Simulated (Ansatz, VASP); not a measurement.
## CdS: VASP beside Ansatz

```
CELL_PARAMETERS angstrom
0.00000 2.93921 2.93921
2.93921 0.00000 2.93921
2.93921 2.93921 0.00000
ATOMIC_POSITIONS crystal
Cd 0.00000 0.00000 0.00000
S 0.25000 0.25000 0.25000
```

Alike in both runs: task single point; functional PBE; k mesh 6 × 6 × 6; no spin polarisation.

|  | VASP | Ansatz |
| --- | --- | --- |
| version | VASP 6.6.1 | Ansatz 0.2.0 |
| potentials or method | VASP PAW PBE potentials, release 64 (Cd, S) | plane waves |
| plane-wave cutoff (eV) | 500 | 420 |
| occupations | methfessel-paxton of order 1, width 0.16 eV | cold, width 0.2 eV |
| valence electrons in the cell | 18 | 26 |

```tsv
	VASP	Ansatz	Ansatz less VASP
gap on the k mesh at the Fermi level (eV)	1.10	1.09	-0.003
pressure (GPa)	1.7	1.4	-0.31
```

VASP's potentials hold 18 valence electrons a cell and Ansatz's 26, so a difference there can come from the potentials and not from the codes.
